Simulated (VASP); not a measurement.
# Na (Fd-3m) in VASP: single point with PBE

Aim: the single point of Na with PBE.

All numbers are computed with VASP 6.6.1; they aren't measurements. Logs are shortened: lines on timing, memory, paths and dates and some standing lists are left out, and cuts for length are marked.

**1. The cell of the first run**

Symmetry: Fd-3m, No. 227, cubic system. Conventional cell: a = 7.596 Å, b = 7.596 Å, c = 7.596 Å, α = 90.00°, β = 90.00°, γ = 90.00°. Na (site symmetry -43m) has 4 Na at 3.29 Å within 4.3 Å.

**2. Single point, PBE**

Input file INCAR:

```
SYSTEM = Na
  PREC = Accurate
  ENCUT = 520
  EDIFF = 1E-7
  ISMEAR = -1
  SIGMA = 0.13605693000000002
  LREAL = .FALSE.
  LASPH = .TRUE.
  NELM = 60
  ALGO = Normal
  ISIF = 2
  LWAVE = .FALSE.
  LCHARG = .FALSE.
  GGA = PE
  NBANDS = 14
```

Input file KPOINTS:

```
Automatic mesh
0
G
  8 8 8
  0 0 0
```

Input file POSCAR:

```
Na
1.0
    0.0000000000      3.7982448034      3.7982448034
    3.7982448034      0.0000000000      3.7982448034
    3.7982448034      3.7982448034      0.0000000000
Na
2
Direct
    0.0000000000      0.0000000000      0.0000000000
    0.2500000000      0.2500000000      0.2500000000
```

Potentials or basis: VASP PAW PBE potentials, release 64 (Na_pv).

Started as:

```sh
> cat potpaw_PBE.64/Na_pv/POTCAR > POTCAR
> mpirun -np 1 vasp_std > vasp.out
```

OUTCAR:

```text
SYSTEM = Na
   PREC = Accurate
   ENCUT = 520
   EDIFF = 1E-7
   ISMEAR = -1
   LREAL = .FALSE.
   LASPH = .TRUE.
   NELM = 60
   ISIF = 2
   GGA = PE

 ion  position               nearest neighbor table
   1  0.000  0.000  0.000-
   2  0.250  0.250  0.250-

  LATTYP: Found a face centered cubic cell.
 ALAT       =     7.5964896068

  Lattice vectors:

 A1 = (   0.0000000000,   3.7982448034,   3.7982448034)
 A2 = (   3.7982448034,   0.0000000000,   3.7982448034)
 A3 = (   3.7982448034,   3.7982448034,   0.0000000000)

Analysis of symmetry for initial positions (statically):
=====================================================================
 Subroutine PRICEL returns:
 Original cell was already a primitive cell.

 Routine SETGRP: Setting up the symmetry group for a
 face centered cubic supercell.

 Subroutine GETGRP returns: Found 48 space group operations
 (whereof 24 operations were pure point group operations)
 out of a pool of 48 trial point group operations.

The static configuration has the point symmetry T_d .
 The point group associated with its full space group is O_h .

Analysis of symmetry for dynamics (positions and initial velocities):
=====================================================================
 Subroutine PRICEL returns:
 Original cell was already a primitive cell.

 Routine SETGRP: Setting up the symmetry group for a
 face centered cubic supercell.

 Subroutine GETGRP returns: Found 48 space group operations
 (whereof 24 operations were pure point group operations)
 out of a pool of 48 trial point group operations.

The dynamic configuration has the point symmetry T_d .
 The point group associated with its full space group is O_h .

 Subroutine INISYM returns: Found 48 space group operations
 (whereof 24 operations are pure point group operations),
 and found     1 'primitive' translations

----------------------------------------------------------------------------------------

                                     Primitive cell

  volume of cell :     109.5920

  direct lattice vectors                    reciprocal lattice vectors
     0.000000000  3.798244803  3.798244803    -0.131639751  0.131639751  0.131639751
     3.798244803  0.000000000  3.798244803     0.131639751 -0.131639751  0.131639751
     3.798244803  3.798244803  0.000000000     0.131639751  0.131639751 -0.131639751

  length of vectors
     5.371529314  5.371529314  5.371529314     0.228006737  0.228006737  0.228006737

  position of ions in fractional coordinates (direct lattice)
     0.000000000  0.000000000  0.000000000
     0.250000000  0.250000000  0.250000000

  ion indices of the primitive-cell ions
   primitive index   ion index
                 1           1
                 2           2

----------------------------------------------------------------------------------------

 KPOINTS: Automatic mesh

Automatic generation of k-mesh.
 Grid dimensions read from file:
 generate k-points for:    8    8    8

 Generating k-lattice:

  Cartesian coordinates                     Fractional coordinates (reciprocal lattice)
    -0.016454969  0.016454969  0.016454969     0.125000000  0.000000000  0.000000000
     0.016454969 -0.016454969  0.016454969     0.000000000  0.125000000  0.000000000
     0.016454969  0.016454969 -0.016454969     0.000000000  0.000000000  0.125000000

  Length of vectors
     0.028500842  0.028500842  0.028500842

  Shift w.r.t. Gamma in fractional coordinates (k-lattice)
     0.000000000  0.000000000  0.000000000

 Subroutine IBZKPT returns following result:
 ===========================================

 Found     29 irreducible k-points:

 Following reciprocal coordinates:
            Coordinates               Weight
  0.000000  0.000000  0.000000      1.000000
  0.125000  0.000000  0.000000      8.000000
  0.250000  0.000000  0.000000      8.000000
  0.375000  0.000000  0.000000      8.000000
  0.500000  0.000000  0.000000      4.000000
  0.125000  0.125000  0.000000      6.000000
[... 16 lines left out ...]
  0.500000  0.250000  0.125000     48.000000
 -0.375000  0.250000  0.125000     24.000000
 [... further k-points ...]
   k-points           NKPTS =     29   k-points in BZ     NKDIM =     29   number of bands    NBANDS=     14
   number of dos      NEDOS =    301   number of ions     NIONS =      2
   total plane-waves  NPLWV =  64000
   dimension x,y,z NGX =    40 NGY =   40 NGZ =   40
   dimension x,y,z NGXF=    80 NGYF=   80 NGZF=   80
   ions per type =               2
   NGX,Y,Z   is equivalent  to a cutoff of  12.38, 12.38, 12.38 a.u.
   NGXF,Y,Z  is equivalent  to a cutoff of  24.76, 24.76, 24.76 a.u.
 SYSTEM =  Na
   PREC   = accura    normal or accurate (medium, high low for compatibility)
   ISTART =      0    job   : 0-new  1-cont  2-samecut
   ICHARG =      2    charge: 1-file 2-atom 10-const
   ISPIN  =      1    spin polarized calculation?
   LNONCOLLINEAR =      F non collinear calculations
   LSORBIT =      F    spin-orbit coupling
   LASPH  =      T    aspherical Exc in radial PAW
   ENCUT  =  520.0 eV  38.22 Ry    6.18 a.u.   9.99  9.99  9.99*2*pi/ulx,y,z
   NELM   =     60;   NELMIN=  2; NELMDL= -5     # of ELM steps
   EDIFF  = 0.1E-06   stopping-criterion for ELM
   LREAL  =      F    real-space projection
   EDIFFG = 0.1E-05   stopping-criterion for IOM
   NSW    =      0    number of steps for IOM
   IBRION =     -1    ionic relax: 0-MD 1-quasi-New 2-CG
   NFREE  =      0    steps in history (QN), initial steepest desc. (CG)
   ISIF   =      2    stress and relaxation
   ISYM   =      2    0-nonsym 1-usesym 2-fastsym
   POTIM  = 0.5000    time-step for ionic-motion
   TEBEG  =    0.0;   TEEND  =   0.0 temperature during run
   PSTRESS=    0.0 pullay stress
   NELECT =      14.0000    total number of electrons
   NUPDOWN=      -1.0000    fix difference up-down
   EMIN   =  10.00;   EMAX   =-10.00  energy-range for DOS
   EFERMI =   0.00;   METHOD = LEGACY
   ISMEAR =    -1;   SIGMA  =   0.14  broadening in eV -4-tet -1-fermi 0-gaus
   EFERMI_NEDOS =   21; number of points for ismear=-14 and -15
   IALGO  =     38    algorithm
   IMIX   =      4    mixing-type and parameters
     AMIX     =   0.40;   BMIX     =  1.00
     AMIX_MAG =   1.60;   BMIX_MAG =  1.00
  volume/ion in A,a.u.               =      54.80       369.78
  Fermi-wavevector in a.u.,A,eV,Ry     =   0.824501  1.558081  9.249268  0.679802
  Thomas-Fermi vector in A             =   1.936197
   LORBIT       =      0    0 simple, 1 ext, 2 COOP (PROOUT), +10 PAW based schemes
   GGA     = PE    functional components
   LHFCALC =     F    Hartree Fock is set to
   AEXX    =    0.0000 exact exchange contribution
   IVDW    =     0    specifies the selected vdW correction
   LEPSILON=     F    determine dielectric tensor
   LRPA    =     F    only Hartree local field effects (RPA)
 non-spin polarized calculation
  energy-cutoff  :      520.00
  volume of cell :      109.59
 maximum number of plane-waves:      2996
   NGX = 19   NGY = 19   NGZ = 19

 number of electron      13.9999986 magnetization

 Free energy of the ion-electron system (eV)
  ---------------------------------------------------
  ext. energy  EPLUGINS =         0.00000000
  ---------------------------------------------------
  free energy    TOTEN  =        -1.98179093 eV

  energy without entropy =       -1.91554385  energy(sigma->0) =       -1.94866739

 E-fermi :  -0.6375     XC(G=0):  -5.4807

 val. band max:       -0.6478378226   @ k =   0.5000   0.1250   0.0000
 cond. band min:      -0.6139518450   @ k =  -0.3750   0.2500   0.1250
 fundamental gap:      0.0338859776
 Fermi energy:        -0.6375332098

 k-point     1 :       0.0000    0.0000    0.0000
  band No.  band energies     occupation
      1     -26.0447      2.00000
      2     -26.0447      2.00000
      3     -26.0447      2.00000
      4     -26.0116      2.00000
      5     -26.0116      2.00000
      6     -26.0116      2.00000
      7      -3.1575      2.00000
      8       3.9389      0.00000
      9       3.9390      0.00000
     10       3.9390      0.00000
     11       4.2658      0.00000
     12       4.2658      0.00000
     13       4.2658      0.00000
     14       5.9303      0.00000

 k-point     2 :       0.1250    0.0000    0.0000
  band No.  band energies     occupation
      1     -26.0453      2.00000
      2     -26.0453      2.00000
      3     -26.0446      2.00000
      4     -26.0119      2.00000
      5     -26.0111      2.00000
      6     -26.0111      2.00000
      7      -3.0341      2.00000
      8       2.6674      0.00000
      9       3.5948      0.00000
     10       3.5949      0.00000
     11       4.5499      0.00000
     12       4.7456      0.00000
     13       4.7457      0.00000
     14       5.7788      0.00000

 k-point     3 :       0.2500    0.0000    0.0000
  band No.  band energies     occupation
      1     -26.0465      2.00000
      2     -26.0465      2.00000
      3     -26.0441      2.00000
      4     -26.0126      2.00000
      5     -26.0099      2.00000
      6     -26.0099      2.00000
      7      -2.6667      2.00000
      8       1.2122      0.00000
      9       3.3191      0.00000
     10       3.3191      0.00000
     11       4.4017      0.00000
     12       4.6792      0.00000
     13       4.6792      0.00000
     14       5.8395      0.00000
[... 324 lines left out ...]
 k-point    23 :       0.5000    0.2500    0.1250
  band No.  band energies     occupation
      1     -26.0507      2.00000
      2     -26.0490      2.00000
      3     -26.0384      2.00000
      4     -26.0185      2.00000
      5     -26.0075      2.00000
      6     -26.0060      2.00000
      7      -1.7442      1.99941
      8       0.2393      0.00317
      9       1.4398      0.00000
     10       2.1423      0.00000
     11       4.0339      0.00000
     12       4.6614      0.00000
     13       5.2878      0.00000
     14       6.4473      0.00000

 k-point    24 :      -0.3750    0.2500    0.1250
  band No.  band energies     occupation
      1     -26.0512      2.00000
      2     -26.0494      2.00000
      3     -26.0374      2.00000
      4     -26.0195      2.00000
      5     -26.0071      2.00000
      6     -26.0055      2.00000
      7      -1.1148      1.94183
      8      -0.6140      0.91356
      9       1.4951      0.00000
     10       1.8641      0.00000
     11       4.0931      0.00000
     12       4.4103      0.00000
     13       6.2003      0.00000
     14       6.7655      0.00000

 [... further k-points ...]
[... 5 lines left out ...]
  --------------------------------------------------------------------------------------
  -------------------------------------------------------------------------------------
  Total       -0.0073438     -0.0073438     -0.0073438      0.0000000      0.0000000      0.0000000
  in kB       -0.1073619     -0.1073619     -0.1073619      0.0000000      0.0000000      0.0000000
  external PRESSURE =      -0.1073619 kB  Pullay stress =       0.0000000 kB

 VOLUME and BASIS-vectors are now :
 -----------------------------------------------------------------------------
  energy-cutoff  :      520.00
  volume of cell :      109.59
      direct lattice vectors                 reciprocal lattice vectors
     0.000000000  3.798244803  3.798244803    -0.131639751  0.131639751  0.131639751
     3.798244803  0.000000000  3.798244803     0.131639751 -0.131639751  0.131639751
     3.798244803  3.798244803  0.000000000     0.131639751  0.131639751 -0.131639751

 POSITION                                       TOTAL-FORCE (eV/Angst)
 -----------------------------------------------------------------------------------
      0.00000      0.00000      0.00000        -0.000000     -0.000000     -0.000000
      1.89912      1.89912      1.89912         0.000000      0.000000      0.000000
 -----------------------------------------------------------------------------------
    total drift:                               -0.000000     -0.000000      0.000000

  FREE ENERGIE OF THE ION-ELECTRON SYSTEM (eV)
  ---------------------------------------------------
  free  energy   TOTEN  =        -1.9817909275 eV

  energy  without entropy=       -1.9155438540  energy(sigma->0) =       -1.94866739
```

Wall time 25 s (1 thread of Intel Xeon Platinum 8488C (Sapphire Rapids), shared host); peak memory 0.23 GiB.

What came out:

```yaml
Free_energy: -1.9818 eV
Pressure: 0.0 GPa
Band_gap_on_the_k_mesh: zero (band 7 reaches -0.21 eV, above the bottom of band 8 at -0.92 eV)
```
